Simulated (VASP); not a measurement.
# Mo (Im-3m) in VASP: further runs

The runs below take Mo through single point, with PBEsol.

Everything below comes from runs of VASP 6.6.1. Logs are shortened: lines on timing, memory, paths and dates and some standing lists are left out, and cuts for length are marked.

### 1 The cell of the first run

It takes space group Im-3m (No. 229, cubic). The conventional cell has a = 3.129 Å, b = 3.129 Å, c = 3.129 Å, α = 90.00°, β = 90.00°, γ = 90.00°. Mo (site symmetry m-3m) has 14 Mo at 2.71 to 3.13 Å within 3.6 Å.

### 2 Single point, PBEsol

Contents of INCAR:

```
  ALGO = Normal
  EDIFF = 1E-6
  ENCUT = 500
  GGA = PS
  GGA_COMPAT = F
  ISIF = 2
  ISMEAR = 0
  LASPH = T
  LCHARG = T
  LELF = T
  LREAL = F
  LVHAR = T
  LWAVE = F
  NBANDS = 13
  NELM = 120
  PREC = Accurate
  SIGMA = 0.1
```

Contents of KPOINTS:

```
k-points
0
Gamma
  11 11 22
```

Contents of POSCAR:

```
Mo
1.0
    3.1293068542      0.0000000000      0.0000000000
    0.0000000000      3.1293068542      0.0000000000
    1.5646534271     -1.5646534271      1.5646534271
Mo
1
Direct
    0.0000000000      0.0000000000      0.0000000000
```

Potentials or basis: VASP PAW PBE potentials, release 64 (Mo_sv).

Run with:

```bash
$ cat potpaw_PBE.64/Mo_sv/POTCAR > POTCAR
$ mpirun -np 1 vasp_std > vasp.out
```

OUTCAR:

```text
EDIFF = 1E-6
   ENCUT = 500
   GGA = PS
   ISIF = 2
   ISMEAR = 0
   LASPH = T
   LREAL = F
   NELM = 120
   PREC = Accurate

 ion  position               nearest neighbor table
   1  0.000  0.000  0.000-

  LATTYP: Found a body centered cubic cell.
 ALAT       =     3.1293068542

  Lattice vectors:

 A1 = (  -1.5646534271,   1.5646534271,  -1.5646534271)
 A2 = (  -1.5646534271,  -1.5646534271,   1.5646534271)
 A3 = (   1.5646534271,   1.5646534271,   1.5646534271)

Analysis of symmetry for initial positions (statically):
=====================================================================
 Subroutine PRICEL returns:
 Original cell was already a primitive cell.

 Routine SETGRP: Setting up the symmetry group for a
 body centered cubic supercell.

 Subroutine GETGRP returns: Found 48 space group operations
 (whereof 48 operations were pure point group operations)
 out of a pool of 48 trial point group operations.

The static configuration has the point symmetry O_h .

Analysis of symmetry for dynamics (positions and initial velocities):
=====================================================================
 Subroutine PRICEL returns:
 Original cell was already a primitive cell.

 Routine SETGRP: Setting up the symmetry group for a
 body centered cubic supercell.

 Subroutine GETGRP returns: Found 48 space group operations
 (whereof 48 operations were pure point group operations)
 out of a pool of 48 trial point group operations.

The dynamic configuration has the point symmetry O_h .

 Subroutine INISYM returns: Found 48 space group operations
 (whereof 48 operations are pure point group operations),
 and found     1 'primitive' translations

----------------------------------------------------------------------------------------

                                     Primitive cell

  volume of cell :      15.3220

  direct lattice vectors                    reciprocal lattice vectors
     3.129306854  0.000000000  0.000000000     0.319559585  0.000000000 -0.319559585
     0.000000000  3.129306854  0.000000000     0.000000000  0.319559585  0.319559585
     1.564653427 -1.564653427  1.564653427     0.000000000  0.000000000  0.639119170

  length of vectors
     3.129306854  3.129306854  2.710059232     0.451925499  0.451925499  0.639119170

  position of ions in fractional coordinates (direct lattice)
     0.000000000  0.000000000  0.000000000

  ion indices of the primitive-cell ions
   primitive index   ion index
                 1           1

----------------------------------------------------------------------------------------

 KPOINTS: k-points

Automatic generation of k-mesh.
 Grid dimensions read from file:
 generate k-points for:   11   11   22

 Generating k-lattice:

  Cartesian coordinates                     Fractional coordinates (reciprocal lattice)
     0.029050871  0.000000000 -0.029050871     0.090909091  0.000000000  0.000000000
     0.000000000  0.029050871  0.029050871     0.000000000  0.090909091  0.000000000
     0.000000000  0.000000000  0.029050871     0.000000000  0.000000000  0.045454545

  Length of vectors
     0.041084136  0.041084136  0.029050871

  Shift w.r.t. Gamma in fractional coordinates (k-lattice)
     0.000000000  0.000000000  0.000000000

 Subroutine IBZKPT returns following result:
 ===========================================

 Found    112 irreducible k-points:

 Following reciprocal coordinates:
            Coordinates               Weight
  0.000000  0.000000  0.000000      1.000000
  0.090909  0.000000  0.000000     12.000000
  0.181818  0.000000  0.000000     12.000000
  0.272727  0.000000  0.000000     12.000000
  0.363636  0.000000  0.000000     12.000000
  0.454545  0.000000  0.000000     12.000000
[... 16 lines left out ...]
  0.090909  0.090909  0.045455      8.000000
  0.272727  0.090909  0.045455     24.000000
 [... further k-points ...]
   k-points           NKPTS =    112   k-points in BZ     NKDIM =    112   number of bands    NBANDS=     13
   number of dos      NEDOS =    301   number of ions     NIONS =      1
   total plane-waves  NPLWV =  11520
   dimension x,y,z NGX =    24 NGY =   24 NGZ =   20
   dimension x,y,z NGXF=    48 NGYF=   48 NGZF=   40
   ions per type =               1
   NGX,Y,Z   is equivalent  to a cutoff of  12.75, 12.75, 12.27 a.u.
   NGXF,Y,Z  is equivalent  to a cutoff of  25.50, 25.50, 24.54 a.u.
 SYSTEM =  unknown system
   PREC   = accura    normal or accurate (medium, high low for compatibility)
   ISTART =      0    job   : 0-new  1-cont  2-samecut
   ICHARG =      2    charge: 1-file 2-atom 10-const
   ISPIN  =      1    spin polarized calculation?
   LNONCOLLINEAR =      F non collinear calculations
   LSORBIT =      F    spin-orbit coupling
   LASPH  =      T    aspherical Exc in radial PAW
   ENCUT  =  500.0 eV  36.75 Ry    6.06 a.u.   5.71  5.71  4.94*2*pi/ulx,y,z
   NELM   =    120;   NELMIN=  2; NELMDL= -5     # of ELM steps
   EDIFF  = 0.1E-05   stopping-criterion for ELM
   LREAL  =      F    real-space projection
   EDIFFG = 0.1E-04   stopping-criterion for IOM
   NSW    =      0    number of steps for IOM
   IBRION =     -1    ionic relax: 0-MD 1-quasi-New 2-CG
   NFREE  =      0    steps in history (QN), initial steepest desc. (CG)
   ISIF   =      2    stress and relaxation
   ISYM   =      2    0-nonsym 1-usesym 2-fastsym
   POTIM  = 0.5000    time-step for ionic-motion
   TEBEG  =    0.0;   TEEND  =   0.0 temperature during run
   PSTRESS=    0.0 pullay stress
   NELECT =      14.0000    total number of electrons
   NUPDOWN=      -1.0000    fix difference up-down
   EMIN   =  10.00;   EMAX   =-10.00  energy-range for DOS
   EFERMI =   0.00;   METHOD = LEGACY
   ISMEAR =     0;   SIGMA  =   0.10  broadening in eV -4-tet -1-fermi 0-gaus
   EFERMI_NEDOS =   21; number of points for ismear=-14 and -15
   IALGO  =     38    algorithm
   IMIX   =      4    mixing-type and parameters
     AMIX     =   0.40;   BMIX     =  1.00
     AMIX_MAG =   1.60;   BMIX_MAG =  1.00
  volume/ion in A,a.u.               =      15.32       103.40
  Fermi-wavevector in a.u.,A,eV,Ry     =   1.588593  3.002006 34.336047  2.523628
  Thomas-Fermi vector in A             =   2.687573
   LORBIT       =      0    0 simple, 1 ext, 2 COOP (PROOUT), +10 PAW based schemes
   GGA     = PS    functional components
   LHFCALC =     F    Hartree Fock is set to
   AEXX    =    0.0000 exact exchange contribution
   IVDW    =     0    specifies the selected vdW correction
   LEPSILON=     F    determine dielectric tensor
   LRPA    =     F    only Hartree local field effects (RPA)
 non-spin polarized calculation
 Gauss-broadening in eV      SIGMA  =   0.10
  energy-cutoff  :      500.00
  volume of cell :       15.32
 maximum number of plane-waves:       402
   NGX = 11   NGY = 11   NGZ =  9

 number of electron      14.0000000 magnetization

 Free energy of the ion-electron system (eV)
  ---------------------------------------------------
  ext. energy  EPLUGINS =         0.00000000
  ---------------------------------------------------
  free energy    TOTEN  =       -11.77827339 eV

  energy without entropy =      -11.77459917  energy(sigma->0) =      -11.77643628

 E-fermi :  12.7285     XC(G=0): -13.6421

 val. band max:       12.6943810120   @ k =   0.1818  -0.4545   0.0455
 cond. band min:      12.7536941146   @ k =   0.1818   0.0000   0.0000
 fundamental gap:      0.0593131026
 Fermi energy:        12.7284913605

 k-point     1 :       0.0000    0.0000    0.0000
  band No.  band energies     occupation
      1     -48.4076      2.00000
      2     -21.6468      2.00000
      3     -21.6468      2.00000
      4     -21.6468      2.00000
      5       5.4386      2.00000
      6      11.3839      2.00000
      7      11.3839      2.00000
      8      11.3839      2.00000
      9      14.4729      0.00000
     10      14.4729      0.00000
     11      27.6265      0.00000
     12      27.6265      0.00000
     13      27.6265      0.00000

 k-point     2 :       0.0909    0.0000    0.0000
  band No.  band energies     occupation
      1     -48.3851      2.00000
      2     -21.7745      2.00000
      3     -21.6860      2.00000
      4     -21.6478      2.00000
      5       5.8078      2.00000
      6      11.1751      2.00000
      7      11.3417      2.00000
      8      11.7362      2.00000
      9      14.1864      0.00000
     10      14.4797      0.00000
     11      27.8943      0.00000
     12      28.2546      0.00000
     13      28.3480      0.00000

 k-point     3 :       0.1818    0.0000    0.0000
  band No.  band energies     occupation
      1     -48.3245      2.00000
      2     -22.1091      2.00000
      3     -21.7900      2.00000
      4     -21.6506      2.00000
      5       6.7445      2.00000
      6      10.6614      2.00000
      7      11.1596      2.00000
      8      12.7537      0.72153
      9      13.8582      0.00000
     10      14.5336      0.00000
     11      28.1896      0.00000
     12      29.4989      0.00000
     13      30.0088      0.00000
[... 305 lines left out ...]
 k-point    23 :       0.0909    0.0909    0.0455
  band No.  band energies     occupation
      1     -48.3745      2.00000
      2     -21.8501      2.00000
      3     -21.6687      2.00000
      4     -21.6687      2.00000
      5       5.9831      2.00000
      6      11.1381      2.00000
      7      11.1381      2.00000
      8      12.0171      2.00000
      9      14.2958      0.00000
     10      14.2958      0.00000
     11      27.9981      0.00000
     12      28.5732      0.00000
     13      28.5732      0.00000

 k-point    24 :       0.2727    0.0909    0.0455
  band No.  band energies     occupation
      1     -48.2959      2.00000
      2     -22.1937      2.00000
      3     -21.8274      2.00000
      4     -21.7306      2.00000
      5       7.1936      2.00000
      6      10.8608      2.00000
      7      10.9123      2.00000
      8      13.0783      0.00000
      9      13.1409      0.00000
     10      15.0134      0.00000
     11      29.0027      0.00000
     12      29.3653      0.00000
     13      30.4946      0.00000

 [... further k-points ...]
[... 5 lines left out ...]
  --------------------------------------------------------------------------------------
  -------------------------------------------------------------------------------------
  Total        0.0645248      0.0645248      0.0645248     -0.0000000      0.0000000      0.0000000
  in kB        6.7471909      6.7471909      6.7471909     -0.0000000      0.0000000      0.0000000
  external PRESSURE =       6.7471909 kB  Pullay stress =       0.0000000 kB

 VOLUME and BASIS-vectors are now :
 -----------------------------------------------------------------------------
  energy-cutoff  :      500.00
  volume of cell :       15.32
      direct lattice vectors                 reciprocal lattice vectors
     3.129306854  0.000000000  0.000000000     0.319559585  0.000000000 -0.319559585
     0.000000000  3.129306854  0.000000000     0.000000000  0.319559585  0.319559585
     1.564653427 -1.564653427  1.564653427     0.000000000  0.000000000  0.639119170

 POSITION                                       TOTAL-FORCE (eV/Angst)
 -----------------------------------------------------------------------------------
      0.00000      0.00000      0.00000         0.000000      0.000000      0.000000
 -----------------------------------------------------------------------------------
    total drift:                                0.000000     -0.000000      0.000000

  FREE ENERGIE OF THE ION-ELECTRON SYSTEM (eV)
  ---------------------------------------------------
  free  energy   TOTEN  =       -11.7782733889 eV

  energy  without entropy=      -11.7745991653  energy(sigma->0) =      -11.77643628
```

It took 9.5 s on 1 thread of Intel Xeon 6975P-C (Granite Rapids), shared host; peak memory 0.14 GiB.

Results:

```yaml
Free_energy: -11.7783 eV
Pressure: 0.7 GPa
Band_gap_on_the_k_mesh: zero (bands 7 and 8 overlap by 5.53 eV)
```

Caveat: the PAW data sets were made with another functional, which shifts forces and pressure a little.

[end of part 1 of 2]
